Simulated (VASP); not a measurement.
Wanted: the native input for a VASP 6.6.1 run.

* Task: relaxation of cell and atoms
* Functional: PBEsol
* Potentials or basis: VASP PAW PBE potentials, release 64 (Au)
* Cutoff: 500 eV
* k mesh: 20 × 20 × 20
* Occupations: gaussian, width 0.05 eV
* Spin: no spin polarisation
* Target pressure: 15 GPa
* Dipole correction: no
* Further INCAR settings: ALGO = Normal; EDIFF = 1e-07; IBRION = 2; EDIFFG = -0.02; NSW = 60; ISIF = 3

The structure of Au lies in POSCAR:

```
Au
1.0
    0.0000000000      2.0350000000      2.0350000000
    2.0350000000      0.0000000000      2.0350000000
    2.0350000000      2.0350000000      0.0000000000
Au
1
Direct
    0.0000000000      0.0000000000      0.0000000000
```

One way to write it, as run:

INCAR

```
PREC     = Accurate       # precision mode
ENCUT    = 500            # plane-wave cutoff, eV
EDIFF    = 1E-7           # SCF threshold, eV
ISMEAR   = 0              # smearing method
SIGMA    = 0.05           # smearing width, eV
LREAL    = F              # projectors in reciprocal space
LASPH    = T              # aspherical terms in the spheres
NELM     = 120            # most SCF steps
ALGO     = Normal         # electronic algorithm
ISIF     = 3              # what is computed and relaxed
LWAVE    = F              # write WAVECAR
LCHARG   = F              # write CHGCAR
GGA      = PS             # functional
IBRION   = 2              # ionic algorithm
NSW      = 60             # ionic steps
EDIFFG   = -0.02          # ionic threshold
PSTRESS  = 150.0        
GGA_COMPAT= F            
NELMIN   = 4
```

KPOINTS

```
Automatic mesh
0
Gamma
  20 20 20
```

Potentials or basis: VASP PAW PBE potentials, release 64 (Au).

Launch:

```sh
$ cat potpaw_PBE.64/Au/POTCAR > POTCAR
$ mpirun -np 1 vasp_std > vasp.out
```

It gave:

```
Relaxed volume                                             : 15.83 Å³/atom
Relaxed cell                                               : a = 2.819 Å, b = 2.819 Å, c = 2.819 Å, α = 60.00°, β = 60.00°, γ = 60.00°
Space group after relaxing (to 0.1 Å)                      : Fm-3m (No. 225)
Energy change on relaxing (the run minimises the enthalpy) : +50.0 meV/atom
Ionic steps                                                : 5
Pressure after relaxing                                    : 15.1 GPa
Band gap on the k mesh                                     : zero (an odd number of electrons rules out a gap without spin polarisation)
```

Caveat: the cell is relaxed towards a set pressure, so the run minimises the enthalpy, not the energy; the PAW data sets were made with another functional, which shifts forces and pressure a little; spin-orbit coupling is left out, which moves the levels of the heavy elements.

Wall time 3 min on 1 thread of Intel Xeon 8259CL, with other jobs on the host, peak memory 0.19 GiB.
